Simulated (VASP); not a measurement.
Li: single point with PBEsol

Li:

```
CELL_PARAMETERS angstrom
5.44965 0.00000 0.00000
0.00000 5.44965 0.00000
0.00000 0.00000 5.44965
ATOMIC_POSITIONS crystal
Li 0.00000 0.00000 0.00000
Li 0.50000 0.50000 0.50000
Li 0.25000 0.00000 0.50000
Li 0.75000 0.00000 0.50000
Li 0.50000 0.25000 0.00000
Li 0.50000 0.75000 0.00000
Li 0.00000 0.50000 0.25000
Li 0.00000 0.50000 0.75000
```

```json
{"Program": "VASP 6.6.1", "Task": "single point", "Functional": "PBEsol", "Potentials or basis": "VASP PAW PBE potentials, release 64 (Li_sv)", "Cutoff": "520 eV", "k mesh": "6 × 6 × 6", "Occupations": "fermi-dirac, width 0.1 eV", "Spin": "no spin polarisation", "Dipole correction": "no", "Further INCAR settings": "ALGO = Normal; EDIFF = 1e-06; NBANDS = 22"}
```

| Property | Result |
| --- | --- |
| Band gap on the k mesh | zero (band 12 reaches 1.04 eV, above the bottom of band 13 at -0.08 eV) |

Levels at points of the mesh, in eV from the Fermi level:
```csv
k point,band 10,band 11,band 12,band 13,band 14,band 15
"(0.00, 0.00, 0.00)",-0.30,-0.30,-0.30,0.61,0.61,0.87
"(0.50, 0.00, 0.00)",-2.62,0.40,0.40,0.84,0.84,1.37
"(0.50, 0.50, 0.00)",-1.67,-1.66,-1.66,1.06,1.50,1.50
"(0.50, 0.50, 0.50)",-0.72,-0.72,-0.72,-0.72,-0.72,-0.68
```

Wall time 35 s on 1 thread of Intel(R) Xeon(R) Platinum 8488C (Sapphire Rapids), on a shared host, peak memory 0.25 GiB.
